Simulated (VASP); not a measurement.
ZnCu:

```
Zn Cu
1.0
     2.90520    0.00000    0.00000
     0.00000    2.90520    0.00000
     0.00000    0.00000    2.90520
Zn Cu
1 1
Direct
  0.50000 0.50000 0.50000
  0.00000 0.00000 0.00000
```

This cell differs from its parent crystal: volume scaled by 0.96.

Base run:

| Item | Value |
| --- | --- |
| Program | VASP 6.6.1 |
| Functional | PBE |
| Potentials or basis | VASP PAW PBE potentials, release 64 (Zn, Cu) |
| Cutoff | 520 eV |
| k mesh | 9 × 9 × 9 |
| Occupations | fermi-dirac, width 0.05 eV |
| Spin | no spin polarisation |

Its results: pressure 8.8 GPa.

Question: The run is repeated on the same cell with these changes: functional from PBE to r2SCAN; cutoff from 520 eV to 660 eV. What comes out?

Answer: Pressure 2.6 GPa.

Caveats: the PAW data sets were made with another functional, which shifts forces and pressure a little (some runs).
